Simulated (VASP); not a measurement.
## SnO2: relaxation of cell and atoms with LDA

SnO2:

```xyz
6
Lattice="3.2306 0.0000 0.0000 -1.6153 2.7978 0.0000 0.0000 0.0000 10.7906" Properties=species:S:1:pos:R:3 pbc="T T T"
Sn    0.0000    0.0000    5.3953
Sn    0.0000    0.0000    0.0000
O     1.6153    0.9326    4.3795
O     1.6153    0.9326    1.0158
O     0.0000    1.8652    6.4111
O     0.0000    1.8652    9.7748
```

```
Program                : VASP 6.6.1
Task                   : relaxation of cell and atoms
Functional             : LDA
Potentials or basis    : VASP PAW LDA potentials, release 64 (Sn_d, O)
Cutoff                 : 600 eV
k mesh                 : 6 × 6 × 2
Occupations            : gaussian, width 0.1 eV
Spin                   : no spin polarisation
Dipole correction      : no
Further INCAR settings : ALGO = Normal; EDIFF = 1e-06; IBRION = 2; EDIFFG = -0.05; NSW = 100; ISIF = 3
```

* Relaxed volume: 15.54 Å³/atom
* Relaxed cell: a = 3.174 Å, b = 3.174 Å, c = 10.684 Å, α = 90.00°, β = 90.00°, γ = 120.00°
* Space group after relaxing (to 0.05 Å): P6_3/mmc (No. 194)
* Energy gained by relaxing: 20.8 meV/atom
* Ionic steps: 4
* Pressure after relaxing: -0.1 GPa
* Largest force after relaxing: 0.012 eV/Å
* Band gap on the k mesh: 2.33 eV, indirect (least direct gap 2.84 eV)

Forces on the atoms (eV/Å):
```
Sn   0.000  0.000  0.000
Sn   0.000  0.000  0.000
O    0.000  0.000 -0.012
O    0.000  0.000  0.012
O    0.000  0.000  0.012
O    0.000  0.000 -0.012
```

Stress tensor (GPa, compression positive):
```
 0.12  0.00  0.00
 0.00  0.12  0.00
 0.00  0.00 -0.48
```

The path:
```
step  energy change (eV)  largest force (eV/Å)  pressure (GPa)  volume (Å³)
   1              0.0000                0.6387           -7.27        97.53
   2              0.1609                1.1769           13.56        87.47
   3             -0.1247                0.0027           -0.24        93.31
   4             -0.1248                0.0117           -0.08        93.23
```

Final structure:
```
CELL_PARAMETERS angstrom
3.17425 0.00000 0.00000
-1.58712 2.74898 0.00000
0.00000 0.00000 10.68377
ATOMIC_POSITIONS crystal
Sn 0.00000 0.00000 0.50000
Sn 0.00000 0.00000 0.00000
O 0.66667 0.33333 0.40702
O 0.66667 0.33333 0.09298
O 0.33333 0.66667 0.59298
O 0.33333 0.66667 0.90702
```

Levels at points of the mesh, in eV from the valence-band top:
| k point | band 23 | band 24 | band 25 | band 26 | band 27 | band 28 | band 29 | band 30 |
| --- | --- | --- | --- | --- | --- | --- | --- | --- |
| (0.00, 0.00, 0.00) | -0.87 | -0.85 | -0.85 | -0.51 | 2.33 | 3.10 | 5.56 | 5.91 |
| (0.50, 0.00, 0.00) | -0.53 | -0.49 | -0.46 | -0.08 | 5.48 | 5.63 | 7.06 | 7.71 |
| (0.00, 0.00, 0.50) | -0.86 | -0.86 | -0.84 | -0.84 | 2.72 | 2.72 | 5.75 | 5.75 |
| (0.50, 0.00, 0.50) | -0.51 | -0.51 | -0.25 | -0.25 | 5.55 | 5.55 | 7.36 | 7.36 |

Wall time 2.5 min on 1 thread of Intel Xeon 6975P-C (shared host), peak memory 0.24 GiB.

Caveat: spin-orbit coupling is left out, which moves the levels of the heavy elements; the relaxation stopped at a loose force limit of 0.05 eV/Å, so its end isn't a converged minimum. As with any semilocal functional, this LDA gap is likely too small.
